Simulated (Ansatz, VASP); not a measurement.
## One calculation of Bi, two programs

Contents of INCAR:

```
PREC = Accurate
ENCUT = 520
EDIFF = 1E-6
ISMEAR = -1
SIGMA = 0.1
LREAL = False
LASPH = True
NELM = 60
ALGO = Normal
ISIF = 2
LWAVE = False
LCHARG = False
NBANDS = 38
```

The input KPOINTS:

```
Automatic mesh
0
Gamma
  12 12 3
```

POSCAR

```
Bi
1.0
    3.2997020220      0.0000000000      0.0000000000
   -1.6498510110      2.8576257759      0.0000000000
    0.0000000000      0.0000000000     10.9965461456
Bi
4
Direct
    0.0000000000      0.0000000000      0.0000000000
    0.0000000000      0.0000000000      0.5000000000
    0.3333333333      0.6666666667      0.2500000000
    0.6666666667      0.3333333333      0.7500000000
```

Input for Ansatz:

```yaml
crystal:
  lattice:
    - [3.299702022, 0.0, 0.0]
    - [-1.649851011, 2.8576257759, 0.0]
    - [0.0, 0.0, 10.9965461456]
  atoms:
    - { symbol: Bi, position: [0.0, 0.0, 0.0] }
    - { symbol: Bi, position: [0.0, 0.0, 0.5] }
    - { symbol: Bi, position: [0.3333333333, 0.6666666667, 0.25] }
    - { symbol: Bi, position: [0.6666666667, 0.3333333333, 0.75] }
hamiltonian:
  xc: lda
  pseudopotentials:
    kind: paw
    azcp:
      Bi: "pseudopotentials/Bi.paw.azcp"
basis:
  ecutwfc: 420
  fft_grid_basis: typed
kpoints:
  mp_grid: { grid: [12, 12, 3], shift: [0, 0, 0] }
magnetization:
  spin_polarized: false
scf:
  occupations: { method: fermi_dirac, width: 0.1 }
  lower_state_search: "off"
output:
  stress: true
```

Alike in both runs: task single point; functional LDA; k mesh 12 × 12 × 3; occupations fermi-dirac, width 0.1 eV; no spin polarisation.

|  | VASP | Ansatz |
| --- | --- | --- |
| version | VASP 6.6.1 | Ansatz 0.2.0 |
| potentials or method | VASP PAW LDA potentials, release 64 (Bi_d), cutoff 520 eV | plane waves (420 eV) with PAW, scalar-relativistic |
| valence electrons in the cell | 60 | 60 |

|  | VASP | Ansatz | Ansatz less VASP |
| --- | --- | --- | --- |
| pressure (GPa) | 10.9 | 10.7 | -0.16 |
| traceless stress, the component that is largest in VASP (GPa) | -0.12 | -0.11 | +0.018 |

Ansatz warns that its potentials were made for another functional, while VASP's fit it. LDA's correlation is that of Perdew and Zunger in VASP and of Perdew and Wang (1992) in Ansatz.

Neither program's run includes spin-orbit coupling.
